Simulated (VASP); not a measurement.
# HgTe (Fm-3m) in VASP: notebook

The runs below take HgTe through single point, with PBE.

Everything below comes from runs of VASP 6.6.1. Logs are shortened: lines on timing, memory, paths and dates and some standing lists are left out, and cuts for length are marked.

### 1 The cell of the first run

It takes space group Fm-3m (No. 225, cubic). Conventional cell: a = 5.882 Å, b = 5.882 Å, c = 5.882 Å, α = 90.00°, β = 90.00°, γ = 90.00°. Within 3.9 Å of Hg (site symmetry m-3m) lie 6 Te at 2.94 Å. Te (site symmetry m-3m) has 6 Hg at 2.94 Å within 3.9 Å.

### 2 Single point, PBE (25.43 Å³/atom)

The input, INCAR:

```
SYSTEM = HgTe
PREC = Accurate
ENCUT = 520
EDIFF = 1E-7
ISMEAR = -1
SIGMA = 0.05
LREAL = .False.
LASPH = .True.
NELM = 60
ALGO = Normal
ISIF = 2
LWAVE = .False.
LCHARG = .False.
GGA = PE
NBANDS = 16
```

The input, KPOINTS:

```
regular mesh
0
Gamma
  14 14 14
  0 0 0
```

The input, POSCAR:

```
HgTe
1.0
    0.0000000000      2.9408482460      2.9408482460
    2.9408482460      0.0000000000      2.9408482460
    2.9408482460      2.9408482460      0.0000000000
Hg Te
1 1
Direct
    0.0000000000      0.0000000000      0.0000000000
    0.5000000000      0.5000000000      0.5000000000
```

Potentials or basis: VASP PAW PBE potentials, release 64 (Hg, Te).

Started as:

```console
cat potpaw_PBE.64/Hg/POTCAR potpaw_PBE.64/Te/POTCAR > POTCAR
mpirun -np 1 vasp_std > vasp.out
```

OUTCAR:

```text
SYSTEM = HgTe
   PREC = Accurate
   ENCUT = 520
   EDIFF = 1E-7
   ISMEAR = -1
   LREAL = .False.
   LASPH = .True.
   NELM = 60
   ISIF = 2
   GGA = PE

 ion  position               nearest neighbor table
   1  0.000  0.000  0.000-   2 2.94   2 2.94   2 2.94   2 2.94   2 2.94   2 2.94
   2  0.500  0.500  0.500-   1 2.94   1 2.94   1 2.94   1 2.94   1 2.94   1 2.94

  LATTYP: Found a face centered cubic cell.
 ALAT       =     5.8816964920

  Lattice vectors:

 A1 = (   0.0000000000,   2.9408482460,   2.9408482460)
 A2 = (   2.9408482460,   0.0000000000,   2.9408482460)
 A3 = (   2.9408482460,   2.9408482460,   0.0000000000)

Analysis of symmetry for initial positions (statically):
=====================================================================
 Subroutine PRICEL returns:
 Original cell was already a primitive cell.

 Routine SETGRP: Setting up the symmetry group for a
 face centered cubic supercell.

 Subroutine GETGRP returns: Found 48 space group operations
 (whereof 48 operations were pure point group operations)
 out of a pool of 48 trial point group operations.

The static configuration has the point symmetry O_h .

Analysis of symmetry for dynamics (positions and initial velocities):
=====================================================================
 Subroutine PRICEL returns:
 Original cell was already a primitive cell.

 Routine SETGRP: Setting up the symmetry group for a
 face centered cubic supercell.

 Subroutine GETGRP returns: Found 48 space group operations
 (whereof 48 operations were pure point group operations)
 out of a pool of 48 trial point group operations.

The dynamic configuration has the point symmetry O_h .

 Subroutine INISYM returns: Found 48 space group operations
 (whereof 48 operations are pure point group operations),
 and found     1 'primitive' translations

----------------------------------------------------------------------------------------

                                     Primitive cell

  volume of cell :      50.8684

  direct lattice vectors                    reciprocal lattice vectors
     0.000000000  2.940848246  2.940848246    -0.170018973  0.170018973  0.170018973
     2.940848246  0.000000000  2.940848246     0.170018973 -0.170018973  0.170018973
     2.940848246  2.940848246  0.000000000     0.170018973  0.170018973 -0.170018973

  length of vectors
     4.158987474  4.158987474  4.158987474     0.294481500  0.294481500  0.294481500

  position of ions in fractional coordinates (direct lattice)
     0.000000000  0.000000000  0.000000000
     0.500000000  0.500000000  0.500000000

  ion indices of the primitive-cell ions
   primitive index   ion index
                 1           1
                 2           2

----------------------------------------------------------------------------------------

 KPOINTS: regular mesh

Automatic generation of k-mesh.
 Grid dimensions read from file:
 generate k-points for:   14   14   14

 Generating k-lattice:

  Cartesian coordinates                     Fractional coordinates (reciprocal lattice)
    -0.012144212  0.012144212  0.012144212     0.071428571  0.000000000  0.000000000
     0.012144212 -0.012144212  0.012144212     0.000000000  0.071428571  0.000000000
     0.012144212  0.012144212 -0.012144212     0.000000000  0.000000000  0.071428571

  Length of vectors
     0.021034393  0.021034393  0.021034393

  Shift w.r.t. Gamma in fractional coordinates (k-lattice)
     0.000000000  0.000000000  0.000000000

 Subroutine IBZKPT returns following result:
 ===========================================

 Found    104 irreducible k-points:

 Following reciprocal coordinates:
            Coordinates               Weight
  0.000000  0.000000  0.000000      1.000000
  0.071429  0.000000  0.000000      8.000000
  0.142857  0.000000  0.000000      8.000000
  0.214286  0.000000  0.000000      8.000000
  0.285714  0.000000  0.000000      8.000000
  0.357143  0.000000  0.000000      8.000000
[... 16 lines left out ...]
  0.214286  0.142857  0.000000     24.000000
  0.285714  0.142857  0.000000     24.000000
 [... further k-points ...]
   k-points           NKPTS =    104   k-points in BZ     NKDIM =    104   number of bands    NBANDS=     16
   number of dos      NEDOS =    301   number of ions     NIONS =      2
   total plane-waves  NPLWV =  32768
   dimension x,y,z NGX =    32 NGY =   32 NGZ =   32
   dimension x,y,z NGXF=    64 NGYF=   64 NGZF=   64
   ions per type =               1   1
   NGX,Y,Z   is equivalent  to a cutoff of  12.79, 12.79, 12.79 a.u.
   NGXF,Y,Z  is equivalent  to a cutoff of  25.58, 25.58, 25.58 a.u.
 SYSTEM =  HgTe
   PREC   = accura    normal or accurate (medium, high low for compatibility)
   ISTART =      0    job   : 0-new  1-cont  2-samecut
   ICHARG =      2    charge: 1-file 2-atom 10-const
   ISPIN  =      1    spin polarized calculation?
   LNONCOLLINEAR =      F non collinear calculations
   LSORBIT =      F    spin-orbit coupling
   LASPH  =      T    aspherical Exc in radial PAW
   ENCUT  =  520.0 eV  38.22 Ry    6.18 a.u.   7.73  7.73  7.73*2*pi/ulx,y,z
   NELM   =     60;   NELMIN=  2; NELMDL= -5     # of ELM steps
   EDIFF  = 0.1E-06   stopping-criterion for ELM
   LREAL  =      F    real-space projection
   EDIFFG = 0.1E-05   stopping-criterion for IOM
   NSW    =      0    number of steps for IOM
   IBRION =     -1    ionic relax: 0-MD 1-quasi-New 2-CG
   NFREE  =      0    steps in history (QN), initial steepest desc. (CG)
   ISIF   =      2    stress and relaxation
   ISYM   =      2    0-nonsym 1-usesym 2-fastsym
   POTIM  = 0.5000    time-step for ionic-motion
   TEBEG  =    0.0;   TEEND  =   0.0 temperature during run
   PSTRESS=    0.0 pullay stress
   NELECT =      18.0000    total number of electrons
   NUPDOWN=      -1.0000    fix difference up-down
   EMIN   =  10.00;   EMAX   =-10.00  energy-range for DOS
   EFERMI =   0.00;   METHOD = LEGACY
   ISMEAR =    -1;   SIGMA  =   0.05  broadening in eV -4-tet -1-fermi 0-gaus
   EFERMI_NEDOS =   21; number of points for ismear=-14 and -15
   IALGO  =     38    algorithm
   IMIX   =      4    mixing-type and parameters
     AMIX     =   0.40;   BMIX     =  1.00
     AMIX_MAG =   1.60;   BMIX_MAG =  1.00
  volume/ion in A,a.u.               =      25.43       171.64
  Fermi-wavevector in a.u.,A,eV,Ry     =   1.157932  2.188174 18.242780  1.340806
  Thomas-Fermi vector in A             =   2.294539
   LORBIT       =      0    0 simple, 1 ext, 2 COOP (PROOUT), +10 PAW based schemes
   GGA     = PE    functional components
[... 5 lines left out ...]
 non-spin polarized calculation
  energy-cutoff  :      520.00
  volume of cell :       50.87
 maximum number of plane-waves:      1387
   NGX = 15   NGY = 15   NGZ = 15

 number of electron      17.9999999 magnetization

 Free energy of the ion-electron system (eV)
  ---------------------------------------------------
  ext. energy  EPLUGINS =         0.00000000
  ---------------------------------------------------
  free energy    TOTEN  =        -3.17720729 eV

  energy without entropy =       -3.16785961  energy(sigma->0) =       -3.17253345

 E-fermi :   5.7097     XC(G=0): -10.4067

 val. band max:        5.7097054823   @ k =   0.4286   0.1429   0.0714
 cond. band min:       5.7200096314   @ k =   0.4286   0.0714   0.0000
 fundamental gap:      0.0103041491
 Fermi energy:         5.7097308402

 k-point     1 :       0.0000    0.0000    0.0000
  band No.  band energies     occupation
      1      -7.1710      2.00000
      2      -1.4700      2.00000
      3      -1.4700      2.00000
      4      -1.4070      2.00000
      5      -1.4070      2.00000
      6      -1.4070      2.00000
[... 8 lines left out ...]
     15      13.7215      0.00000
     16      13.7215      0.00000

 k-point     2 :       0.0714    0.0000    0.0000
  band No.  band energies     occupation
      1      -7.1170      2.00000
      2      -1.4923      2.00000
      3      -1.4923      2.00000
      4      -1.4156      2.00000
      5      -1.3990      2.00000
      6      -1.3990      2.00000
[... 8 lines left out ...]
     15      13.7568      0.00000
     16      13.7568      0.00000

 k-point     3 :       0.1429    0.0000    0.0000
  band No.  band energies     occupation
      1      -6.9580      2.00000
      2      -1.5590      2.00000
      3      -1.5590      2.00000
      4      -1.4442      2.00000
      5      -1.3704      2.00000
      6      -1.3704      2.00000
[... 8 lines left out ...]
     15      13.9928      0.00000
     16      13.9928      0.00000

 k-point     4 :       0.2143    0.0000    0.0000
  band No.  band energies     occupation
      1      -6.7042      2.00000
      2      -1.6542      2.00000
      3      -1.6542      2.00000
      4      -1.5042      2.00000
      5      -1.3256      2.00000
      6      -1.3256      2.00000
[... 8 lines left out ...]
     15      14.4081      0.00000
     16      14.4081      0.00000
[... 324 lines left out ...]
 k-point    22 :       0.1429    0.1429    0.0000
  band No.  band energies     occupation
      1      -6.8978      2.00000
      2      -1.6825      2.00000
      3      -1.4462      2.00000
      4      -1.4434      2.00000
      5      -1.3725      2.00000
      6      -1.3725      2.00000
[... 8 lines left out ...]
     15      15.4327      0.00000
     16      15.4327      0.00000

 k-point    23 :       0.2143    0.1429    0.0000
  band No.  band energies     occupation
      1      -6.7247      2.00000
      2      -1.7708      2.00000
      3      -1.4778      2.00000
      4      -1.4659      2.00000
      5      -1.3480      2.00000
      6      -1.3280      2.00000
[... 8 lines left out ...]
     15      15.4657      0.00000
     16      15.7312      0.00000

 k-point    24 :       0.2857    0.1429    0.0000
  band No.  band energies     occupation
      1      -6.4736      2.00000
      2      -1.8521      2.00000
      3      -1.5579      2.00000
      4      -1.5029      2.00000
      5      -1.3120      2.00000
      6      -1.2673      2.00000
[... 8 lines left out ...]
     15      15.5437      0.00000
     16      16.0302      0.00000

 [... further k-points ...]

------------------------ aborting loop because EDIFF is reached ----------------------------------------

  FORCE on cell =-STRESS in cart. coord.  units (eV):
  Direction    XX          YY          ZZ          XY          YZ          ZX
  --------------------------------------------------------------------------------------
  -------------------------------------------------------------------------------------
  Total        2.7947716      2.7947716      2.7947716      0.0000000      0.0000000      0.0000000
  in kB       88.0256134     88.0256134     88.0256134      0.0000000      0.0000000      0.0000000
  external PRESSURE =      88.0256134 kB  Pullay stress =       0.0000000 kB

 VOLUME and BASIS-vectors are now :
 -----------------------------------------------------------------------------
  energy-cutoff  :      520.00
  volume of cell :       50.87
      direct lattice vectors                 reciprocal lattice vectors
     0.000000000  2.940848246  2.940848246    -0.170018973  0.170018973  0.170018973
     2.940848246  0.000000000  2.940848246     0.170018973 -0.170018973  0.170018973
     2.940848246  2.940848246  0.000000000     0.170018973  0.170018973 -0.170018973

 POSITION                                       TOTAL-FORCE (eV/Angst)
 -----------------------------------------------------------------------------------
      0.00000      0.00000      0.00000        -0.000000     -0.000000     -0.000000
      2.94085      2.94085      2.94085         0.000000      0.000000      0.000000
 -----------------------------------------------------------------------------------
    total drift:                                0.000000     -0.000000     -0.000000

  FREE ENERGIE OF THE ION-ELECTRON SYSTEM (eV)
  ---------------------------------------------------
  free  energy   TOTEN  =        -3.1772072931 eV

  energy  without entropy=       -3.1678596098  energy(sigma->0) =       -3.17253345
```

It took 73 s on 1 thread of Intel Xeon 8259CL, shared host; peak memory 0.24 GiB.

Results:

```
Free energy            : -3.1772 eV
Pressure               : 8.8 GPa
Band gap on the k mesh : zero (bands 9 and 10 overlap by 3.12 eV)
```

Caveat: the cell stands under pressure; spin-orbit coupling is left out, which moves the levels of the heavy elements.

### 3 Single point, PBE (25.93 Å³/atom)

This run uses another cell than the first one, of 25.93 Å³/atom.

The input, INCAR:

```
PREC = Accurate
ENCUT = 520
EDIFF = 1E-6
ISMEAR = -1
SIGMA = 0.05
LREAL = F
LASPH = T
NELM = 100
ALGO = Normal
ISIF = 2
LWAVE = F
LCHARG = F
GGA = PE
NBANDS = 16
```

The input, KPOINTS:

```
Automatic mesh
0
Gamma
  14 14 14
```

The input, POSCAR:

```
HgTe
1.0
    0.0000000000      2.9599451983      2.9599451983
    2.9599451983      0.0000000000      2.9599451983
    2.9599451983      2.9599451983      0.0000000000
Hg Te
1 1
Direct
    0.0000000000      0.0000000000      0.0000000000
    0.5000000000      0.5000000000      0.5000000000
```

Potentials or basis: VASP PAW PBE potentials, release 64 (Hg, Te).

Started as:

```console
cat potpaw_PBE.64/Hg/POTCAR potpaw_PBE.64/Te/POTCAR > POTCAR
mpirun -np 1 vasp_std > vasp.out
```

Run time: 70 s. Hardware: 1 thread of Intel Xeon 8259CL, shared host; peak memory 0.24 GiB.

It converged, with:

```yaml
Free_energy: -3.2270 eV
Pressure: 7.1 GPa
Band_gap_on_the_k_mesh: zero (bands 9 and 10 overlap by 3.01 eV)
```

Levels at points of the mesh, in eV from the Fermi level:
```csv
k point,band 7,band 8,band 9,band 10,band 11,band 12
"(0.00, 0.00, 0.00)",-0.85,-0.85,-0.85,-0.57,7.68,7.68
"(0.50, 0.00, 0.00)",-5.91,0.36,0.36,2.52,3.81,3.81
"(0.50, 0.50, 0.00)",-4.90,-2.89,-2.65,-2.65,4.70,9.66
```

Caveat: the cell stands under pressure; spin-orbit coupling is left out, which moves the levels of the heavy elements.
